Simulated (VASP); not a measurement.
A run of VASP 6.6.1 is set up as follows.

Contents of INCAR:

```
SYSTEM = FeOsC4N4
PREC = Accurate
ENCUT = 520
EDIFF = 1E-6
ISMEAR = 0
SIGMA = 0.1
LREAL = .False.
LASPH = .True.
NELM = 150
ALGO = Normal
ISIF = 2
LWAVE = .False.
LCHARG = .False.
ISPIN = 2
MAGMOM = 4 1 0 0 0 0 0 0 0 0
LORBIT = 11
LMAXMIX = 4
GGA = PE
NBANDS = 41
```

KPOINTS

```
Automatic mesh
0
Gamma
  4 4 4
  0 0 0
```

The input POSCAR:

```
FeOsC4N4
1.0
    5.8808898400      0.0000000000      0.0000000000
    0.0000000000      5.8808898400      0.0000000000
    0.0000000000      0.0000000000      5.8808898400
Fe Os C N
1 1 4 4
Direct
    0.0000000000      0.0000000000      0.0000000000
    0.5000000000      0.5000000000      0.5000000000
    0.1902611400      0.1902611400      0.1902611400
    0.1902611400      0.8097388600      0.8097388600
    0.8097388600      0.1902611400      0.8097388600
    0.8097388600      0.8097388600      0.1902611400
    0.3051246800      0.3051246800      0.3051246800
    0.3051246800      0.6948753200      0.6948753200
    0.6948753200      0.3051246800      0.6948753200
    0.6948753200      0.6948753200      0.3051246800
```

Potentials or basis: VASP PAW PBE potentials, release 64 (Fe, Os, C, N).

The run is started by

```bash
$ cat potpaw_PBE.64/Fe/POTCAR potpaw_PBE.64/Os/POTCAR potpaw_PBE.64/C/POTCAR potpaw_PBE.64/N/POTCAR > POTCAR
$ mpirun -np 1 vasp_std > vasp.out
```

Estimate the net moment.

2.00 μB per cell.

What does it give for the band gap on the k mesh?

Zero (filled and empty bands overlap).

Forces on the atoms (eV/Å):
```
Fe   0.000  0.000  0.000
Os   0.000  0.000  0.000
C   -1.428 -1.428 -1.428
C   -1.428  1.428  1.428
C    1.428 -1.428  1.428
C    1.428  1.428 -1.428
N    1.914  1.914  1.914
N    1.914 -1.914 -1.914
N   -1.914  1.914 -1.914
N   -1.914 -1.914  1.914
```

Caveat: spin-orbit coupling is left out, which moves the levels of the heavy elements; a cell with one magnetic atom can't hold antiferromagnetic order, which such compounds often take; forces of over 1 eV/Å act on the atoms, so gaps and moduli don't describe the material at rest. With open d or f shells a metallic result of PBE can be an artefact of self-interaction; +U or a hybrid may open a gap.
